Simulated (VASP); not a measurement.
A run of VASP 6.6.1 is set up as follows.

Contents of INCAR:

```
SYSTEM = Zr8HN8
  PREC = Accurate
  ENCUT = 520
  EDIFF = 1E-6
  ISMEAR = 0
  SIGMA = 0.1
  LREAL = Auto
  LASPH = .TRUE.
  NELM = 100
  ALGO = Normal
  ISIF = 2
  LWAVE = .FALSE.
  LCHARG = .FALSE.
  GGA = PE
  IBRION = 2
  NSW = 80
  EDIFFG = -0.02
  KPAR = 4
```

KPOINTS

```
Automatic mesh
0
G
  4 4 4
  0 0 0
```

POSCAR

```
Zr8HN8
1.0
    4.5945978679      0.0000000000     -4.5945978679
    0.0000000000      4.5945978679     -4.5945978679
    4.5945978679      4.5945978679      0.0000000000
Zr N H
8 8 1
Direct
    0.2500000000      0.2500000000      0.7500000000
    0.2500000000      0.2500000000      0.2500000000
    0.2500000000      0.7500000000      0.7500000000
    0.2500000000      0.7500000000      0.2500000000
    0.7500000000      0.2500000000      0.7500000000
    0.7500000000      0.2500000000      0.2500000000
    0.7500000000      0.7500000000      0.7500000000
    0.7500000000      0.7500000000      0.2500000000
    0.0000000000      0.5000000000      0.5000000000
    0.0000000000      0.5000000000      0.0000000000
    0.0000000000      1.0000000000      0.5000000000
    0.0000000000      1.0000000000      0.0000000000
    0.5000000000      0.5000000000      0.5000000000
    0.5000000000      0.5000000000      0.0000000000
    0.5000000000      1.0000000000      0.5000000000
    0.5000000000      1.0000000000      0.0000000000
    0.8600139313      0.8751368957      0.3865785139
```

Potentials or basis: VASP PAW PBE potentials, release 64 (Zr_sv, N, H).

Run with:

```sh
$ cat potpaw_PBE.64/Zr_sv/POTCAR potpaw_PBE.64/N/POTCAR potpaw_PBE.64/H/POTCAR > POTCAR
$ mpirun -np 4 vasp_std > vasp.out
```

(1) Estimate the energy gained by relaxing.

(2) Predict the band gap on the k mesh.

## Answers

(1) 25.5 meV/atom.

(2) zero (an odd number of electrons rules out a gap without spin polarisation).

Caveat: the cell differs from its parent crystal (with an interstitial atom); an odd number of electrons without spin polarisation forces a metal; a magnetic or distorted state may lie lower.
